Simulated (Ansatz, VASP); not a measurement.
# Nb in VASP and in Ansatz

INCAR

```
PREC = Accurate
ENCUT = 520
EDIFF = 1E-6
ISMEAR = 0
SIGMA = 0.15
LREAL = False
LASPH = True
NELM = 100
ALGO = Fast
ISIF = 2
LWAVE = False
LCHARG = False
GGA = PE
NBANDS = 12
```

The input KPOINTS:

```
regular mesh
0
Gamma
  22 22 22
```

File POSCAR:

```
Nb
1.0
    0.0000000000      2.3741267449      1.6785076087
    2.3741267449      0.0000000000      1.6785076087
    2.3741267449      2.3741267449      0.0000000000
Nb
1
Direct
    0.0000000000      0.0000000000      0.0000000000
```

Input for Ansatz:

```yaml
crystal:
  lattice:
    - [0.0, 2.3741267449, 1.6785076087]
    - [2.3741267449, 0.0, 1.6785076087]
    - [2.3741267449, 2.3741267449, 0.0]
  atoms:
    - { symbol: Nb, position: [0.0, 0.0, 0.0] }
basis:
  ecutwfc: 420
kpoints:
  mp_grid: { grid: [22, 22, 22] }
hamiltonian:
  xc: pbe
scf:
  occupations: { method: gaussian, width: 0.15 }
output:
  forces: true
  stress: true
  eigenvalues: true
```

Alike in both runs: task single point; functional PBE; k mesh 22 × 22 × 22; occupations gaussian, width 0.15 eV; no spin polarisation.

|  | VASP | Ansatz |
| --- | --- | --- |
| version | VASP 6.6.1 | Ansatz 0.2.0 |
| potentials or method | VASP PAW PBE potentials, release 64 (Nb_sv), cutoff 520 eV | scalar-relativistic, plane waves, PAW |
| valence electrons in the cell | 13 | 13 |

Ansatz gave:

```
gap on the k mesh at the Fermi level (eV) : none
pressure (GPa)                            : -6.6
```

Q: What did VASP give for the same quantities?

A: gap on the k mesh at the Fermi level (eV): none; pressure (GPa): -6.9.

A gap of «none» marks a metal or a gap that the smearing closes.
